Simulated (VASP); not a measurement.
# BN (P6_3mc) in VASP: further runs, part 3 of 3

VASP 6.6.1. The steps go on from the part before.

## 4. Relaxation of cell and atoms, LDA

INCAR

```
ALGO = Normal
EDIFF = 1E-7
EDIFFG = -0.01
ENCUT = 600
IBRION = 2
ISIF = 3
ISMEAR = -1
LASPH = True
LCHARG = False
LREAL = False
LWAVE = False
NELM = 60
NSW = 80
PREC = Accurate
SIGMA = 0.02
```

KPOINTS

```
k-points
0
Gamma
  12 12 6
```

POSCAR

```
BN
1.0
    2.5360000000      0.0000000000      0.0000000000
   -1.2680000000      2.1962404200      0.0000000000
    0.0000000000      0.0000000000      4.1990000000
B N
2 2
Direct
    0.6666666700      0.3333333300      0.0000000000
    0.3333333300      0.6666666700      0.5000000000
    0.6666666700      0.3333333300      0.3750000000
    0.3333333300      0.6666666700      0.8750000000
```

Potentials or basis: VASP PAW LDA potentials, release 64 (B, N).

Started as:

```console
> cat potpaw_LDA.64/B/POTCAR potpaw_LDA.64/N/POTCAR > POTCAR
> mpirun -np 1 vasp_std > vasp.out
```

OUTCAR:

```text
EDIFF = 1E-7
   EDIFFG = -0.01
   ENCUT = 600
   IBRION = 2
   ISIF = 3
   ISMEAR = -1
   LASPH = True
   LREAL = False
   NELM = 60
   NSW = 80
   PREC = Accurate

 ion  position               nearest neighbor table
   1  0.667  0.333  0.000-   4 1.56   4 1.56   4 1.56   3 1.57
   2  0.333  0.667  0.500-   3 1.56   3 1.56   3 1.56   4 1.57
   3  0.667  0.333  0.375-   2 1.56   2 1.56   2 1.56   1 1.57
   4  0.333  0.667  0.875-   1 1.56   1 1.56   1 1.56   2 1.57

  LATTYP: Found a hexagonal cell.
 ALAT       =     2.5360000000
 C/A-ratio  =     1.6557570978

  Lattice vectors:

 A1 = (   2.5360000000,   0.0000000000,   0.0000000000)
 A2 = (  -1.2680000000,   2.1962404200,   0.0000000000)
 A3 = (   0.0000000000,   0.0000000000,   4.1990000000)

Analysis of symmetry for initial positions (statically):
=====================================================================
 Subroutine PRICEL returns:
 Original cell was already a primitive cell.

 Routine SETGRP: Setting up the symmetry group for a
 hexagonal supercell.

 Subroutine GETGRP returns: Found 12 space group operations
 (whereof  6 operations were pure point group operations)
 out of a pool of 24 trial point group operations.

The static configuration has the point symmetry C_3v.
 The point group associated with its full space group is C_6v.

Analysis of symmetry for dynamics (positions and initial velocities):
=====================================================================
 Subroutine PRICEL returns:
 Original cell was already a primitive cell.

 Routine SETGRP: Setting up the symmetry group for a
 hexagonal supercell.

 Subroutine GETGRP returns: Found 12 space group operations
 (whereof  6 operations were pure point group operations)
 out of a pool of 24 trial point group operations.

The dynamic configuration has the point symmetry C_3v.
 The point group associated with its full space group is C_6v.

 Subroutine INISYM returns: Found 12 space group operations
 (whereof  6 operations are pure point group operations),
 and found     1 'primitive' translations

----------------------------------------------------------------------------------------

                                     Primitive cell

  volume of cell :      23.3870

  direct lattice vectors                    reciprocal lattice vectors
     2.536000000  0.000000000  0.000000000     0.394321767  0.227661778  0.000000000
    -1.268000000  2.196240420  0.000000000     0.000000000  0.455323557  0.000000000
     0.000000000  0.000000000  4.199000000     0.000000000  0.000000000  0.238151941

  length of vectors
     2.536000000  2.535999997  4.199000000     0.455323556  0.455323557  0.238151941

  position of ions in fractional coordinates (direct lattice)
     0.666666670  0.333333330  0.000000000
     0.333333330  0.666666670  0.500000000
     0.666666670  0.333333330  0.375000000
     0.333333330  0.666666670  0.875000000

  ion indices of the primitive-cell ions
   primitive index   ion index
                 1           1
                 2           2
                 3           3
                 4           4

----------------------------------------------------------------------------------------

 KPOINTS: k-points

Automatic generation of k-mesh.
 Grid dimensions read from file:
 generate k-points for:   12   12    6

 Generating k-lattice:

[... 50 lines left out ...]
   NGXF,Y,Z  is equivalent  to a cutoff of  26.22, 26.22, 28.51 a.u.
 SYSTEM =  unknown system
   PREC   = accura    normal or accurate (medium, high low for compatibility)
   ISTART =      0    job   : 0-new  1-cont  2-samecut
   ICHARG =      2    charge: 1-file 2-atom 10-const
   ISPIN  =      1    spin polarized calculation?
   LNONCOLLINEAR =      F non collinear calculations
   LSORBIT =      F    spin-orbit coupling
   LASPH  =      T    aspherical Exc in radial PAW
   ENCUT  =  600.0 eV  44.10 Ry    6.64 a.u.   5.07  5.07  8.39*2*pi/ulx,y,z
   NELM   =     60;   NELMIN=  2; NELMDL= -5     # of ELM steps
   EDIFF  = 0.1E-06   stopping-criterion for ELM
   LREAL  =      F    real-space projection
   EDIFFG = -.1E-01   stopping-criterion for IOM
   NSW    =     80    number of steps for IOM
   IBRION =      2    ionic relax: 0-MD 1-quasi-New 2-CG
   NFREE  =      1    steps in history (QN), initial steepest desc. (CG)
   ISIF   =      3    stress and relaxation
   ISYM   =      2    0-nonsym 1-usesym 2-fastsym
   POTIM  = 0.5000    time-step for ionic-motion
   TEBEG  =    0.0;   TEEND  =   0.0 temperature during run
   PSTRESS=    0.0 pullay stress
   NELECT =      16.0000    total number of electrons
   NUPDOWN=      -1.0000    fix difference up-down
   EMIN   =  10.00;   EMAX   =-10.00  energy-range for DOS
   EFERMI =   0.00;   METHOD = LEGACY
   ISMEAR =    -1;   SIGMA  =   0.02  broadening in eV -4-tet -1-fermi 0-gaus
   EFERMI_NEDOS =   21; number of points for ismear=-14 and -15
   IALGO  =     38    algorithm
   IMIX   =      4    mixing-type and parameters
     AMIX     =   0.40;   BMIX     =  1.00
     AMIX_MAG =   1.60;   BMIX_MAG =  1.00
  volume/ion in A,a.u.               =       5.85        39.46
  Fermi-wavevector in a.u.,A,eV,Ry     =   1.442524  2.725976 28.312044  2.080877
  Thomas-Fermi vector in A             =   2.561035
   LORBIT       =      0    0 simple, 1 ext, 2 COOP (PROOUT), +10 PAW based schemes
   GGA     = CA    functional components
   LHFCALC =     F    Hartree Fock is set to
   AEXX    =    0.0000 exact exchange contribution
   IVDW    =     0    specifies the selected vdW correction
   LEPSILON=     F    determine dielectric tensor
   LRPA    =     F    only Hartree local field effects (RPA)
 conjugate gradient relaxation of ions
 non-spin polarized calculation
  energy-cutoff  :      600.00
  volume of cell :       23.39
 maximum number of plane-waves:       801
   NGX = 11   NGY = 11   NGZ = 17

--------------------------------------- Ionic step        1  -------------------------------------------

 number of electron      16.0000001 magnetization

 Free energy of the ion-electron system (eV)
  ---------------------------------------------------
  ext. energy  EPLUGINS =         0.00000000
  ---------------------------------------------------
  free energy    TOTEN  =       -38.75580833 eV

  energy without entropy =      -38.75580833  energy(sigma->0) =      -38.75580833

------------------------ aborting loop because EDIFF is reached ----------------------------------------

  FORCE on cell =-STRESS in cart. coord.  units (eV):
  Direction    XX          YY          ZZ          XY          YZ          ZX
  --------------------------------------------------------------------------------------
  -------------------------------------------------------------------------------------
  Total       -0.7616753     -0.7616753     -0.8802018      0.0000000      0.0000000      0.0000000
  in kB      -52.1801673    -52.1801671    -60.3000729      0.0000000      0.0000000      0.0000000
  external PRESSURE =     -54.8868025 kB  Pullay stress =       0.0000000 kB
[... 63 lines left out ...]
--------------------------------------- Ionic step        3  -------------------------------------------

 number of electron      16.0000002 magnetization

 Free energy of the ion-electron system (eV)
  ---------------------------------------------------
  ext. energy  EPLUGINS =         0.00000000
  ---------------------------------------------------
  free energy    TOTEN  =       -38.76162438 eV

  energy without entropy =      -38.76162438  energy(sigma->0) =      -38.76162438

 E-fermi :   8.2500     XC(G=0): -13.2133

 val. band max:        7.8604484907   @ k =   0.0000   0.0000   0.0000
 cond. band min:      12.7709147929   @ k =   0.3333   0.3333   0.0000
 fundamental gap:      4.9104663022
 Fermi energy:         8.2499761724

 k-point     1 :       0.0000    0.0000    0.0000
  band No.  band energies     occupation
      1     -12.6710      2.00000
      2      -8.3423      2.00000
      3      -3.3233      2.00000
      4       5.6760      2.00000
      5       5.6760      2.00000
      6       7.5683      2.00000
      7       7.8604      2.00000
      8       7.8604      2.00000
      9      16.1952      0.00000
     10      16.1952      0.00000
     11      16.4767      0.00000
     12      17.7684      0.00000
[... 331 lines left out ...]
 k-point    24 :       0.3333    0.0000    0.1667
  band No.  band energies     occupation
      1     -10.1559      2.00000
      2      -7.2649      2.00000
      3      -1.1398      2.00000
      4       0.3385      2.00000
      5       1.8281      2.00000
      6       3.4370      2.00000
      7       5.2813      2.00000
      8       5.8976      2.00000
      9      14.7335      0.00000
     10      16.1741      0.00000
     11      18.7956      0.00000
     12      18.9771      0.00000

 [... further k-points ...]
[... 5 lines left out ...]
  --------------------------------------------------------------------------------------
  -------------------------------------------------------------------------------------
  Total       -0.0021397     -0.0021397      0.0002416      0.0000000      0.0000000     -0.0000000
  in kB       -0.1486584     -0.1486584      0.0167879      0.0000000      0.0000000     -0.0000000
  external PRESSURE =      -0.0935096 kB  Pullay stress =       0.0000000 kB
[... 19 lines left out ...]
  FREE ENERGIE OF THE ION-ELECTRON SYSTEM (eV)
  ---------------------------------------------------
  free  energy   TOTEN  =       -38.7616243770 eV

  energy  without entropy=      -38.7616243770  energy(sigma->0) =      -38.76162438

 reached required accuracy - stopping structural energy minimisation
```

It took 30 s on 1 thread of Intel Xeon Platinum 8488C (Sapphire Rapids), shared host; peak memory 0.14 GiB.

What came out:

| Item | Value |
| --- | --- |
| Free energy | -38.7616 eV |
| Relaxed volume | 5.77 Å³/atom |
| Relaxed cell | a = 2.525 Å, b = 2.525 Å, c = 4.177 Å, α = 90.00°, β = 90.00°, γ = 120.00° |
| Space group after relaxing (to 0.05 Å) | P6_3mc (No. 186) |
| Energy gained by relaxing | 1.5 meV/atom |
| Ionic steps | 3 |
| Pressure after relaxing | 0.0 GPa |
| Largest force after relaxing | 0.006 eV/Å |
| Band gap on the k mesh | 4.91 eV, indirect (least direct gap 8.27 eV) |

Forces on the atoms (eV/Å):
```
B    0.000  0.000  0.006
B    0.000  0.000  0.006
N    0.000  0.000 -0.006
N    0.000  0.000 -0.006
```

The path:
| step | energy change (eV) | largest force (eV/Å) | pressure (GPa) | volume (Å³) |
| --- | --- | --- | --- | --- |
| 1 | 0.0000 | 0.0501 | -5.49 | 23.39 |
| 2 | 0.0009 | 0.0490 | 6.20 | 22.72 |
| 3 | -0.0058 | 0.0055 | -0.01 | 23.06 |

Final structure:
```xyz
4
Lattice="2.5247 0.0000 0.0000 -1.2624 2.1865 0.0000 0.0000 0.0000 4.1774" Properties=species:S:1:pos:R:3 pbc="T T T"
B     1.2624    0.7288    0.0012
B     0.0000    1.4577    2.0899
N     1.2624    0.7288    1.5654
N     0.0000    1.4577    3.6541
```

A k mesh can miss the band edges. Zero-point motion and thermal expansion aren't in these numbers.

## 5. Overview

| level | potentials or basis | gap on the mesh (eV) | pressure (GPa) | relaxed volume (Å³/atom) | largest force (eV/Å) |
| --- | --- | --- | --- | --- | --- |
| PBE | VASP PAW PBE potentials, release 64 (B, N) | 5.21 | 0.1 | 5.97 | - |
| PBEsol | VASP PAW PBE potentials, release 64 (B, N) | 4.95 | -0.1 | 5.88 | 0.01 |
| LDA | VASP PAW LDA potentials, release 64 (B, N) | 4.91 | 0.0 | 5.77 | 0.01 |

Alike in all rows: task relaxation of cell and atoms; no spin polarisation; cell relaxed; k mesh 12 × 12 × 6; cutoff (eV) 600; smearing fermi-dirac 0.02 eV.

Caveats: the PAW data sets were made with another functional, which shifts forces and pressure a little (some runs).

Total energies depend on the potentials used, so only differences within one code and one set of settings carry meaning.
